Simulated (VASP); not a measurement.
Runs of VASP 6.6.1 on Al2O3. The structure is that of space group P-6m2 (No. 187), or close to it. The cells are those of the table. 

| cell | gap on the mesh (eV) | pressure (GPa) | largest force (eV/Å) |
| --- | --- | --- | --- |
| a = 2.789, b = 2.789, c = 7.096 Å, angles 90.0, 90.0, 120.0°, 5 atoms | 5.52 | (b) | 2.08 |
| a = 2.942, b = 2.942, c = 7.486 Å, angles 90.0, 90.0, 120.0°, 5 atoms | 4.06 | -9.4 | 0.50 |
| a = 2.917, b = 2.917, c = 7.424 Å, angles 90.0, 90.0, 120.0°, 5 atoms | 3.62 | -14.3 | 2.21 |
| a = 2.815, b = 2.815, c = 7.164 Å, angles 90.0, 90.0, 120.0°, 5 atoms | (a) | 25.7 | 3.53 |

Alike in all rows: task single point; level PBE+D3(BJ); potentials or basis VASP PAW PBE potentials, release 64 (Al, O); no spin polarisation; k mesh 9 × 9 × 4; cutoff (eV) 520; smearing gaussian 0.05 eV.

Task: Estimate the missing entries.

Result: (a) 5.33; (b) 23.4.

Caveats: forces of over 1 eV/Å act on the atoms, so gaps and moduli don't describe the material at rest (some runs).

A k mesh can miss the band edges.
